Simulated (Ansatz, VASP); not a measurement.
**SbC2 in VASP and in Ansatz**

```
Sb C
1.0
    -4.22284    4.22284    1.29929
     4.22284   -4.22284    1.29929
     4.22284    4.22284   -1.29929
Sb C
1 2
Direct
  0.00000 0.00000 0.00000
  0.75000 0.25000 0.50000
  0.25000 0.75000 0.50000
```

Alike in both runs: functional PBE; k mesh 16 × 16 × 16; occupations gaussian, width 0.1 eV; no spin polarisation.

Ansatz relaxed the structure, and its values are those at the end. VASP's run is a single point on that final structure, the one shown.

|  | VASP | Ansatz |
| --- | --- | --- |
| version | VASP 6.6.1 | Ansatz 0.2.0 |
| potentials or method | VASP PAW PBE potentials, release 64 (Sb, C), cutoff 520 eV | scalar-relativistic, plane waves, PAW |
| valence electrons in the cell | 13 | 23 |

```tsv
	VASP	Ansatz	Ansatz less VASP
gap on the k mesh at the Fermi level (eV)	none	none	-
pressure (GPa)	0.0	0.0	0.00
```

A gap of «none» marks a metal or a gap that the smearing closes. VASP's potentials hold 13 valence electrons a cell and Ansatz's 23, so a difference there can come from the potentials and not from the codes.

Spin-orbit coupling is off throughout.
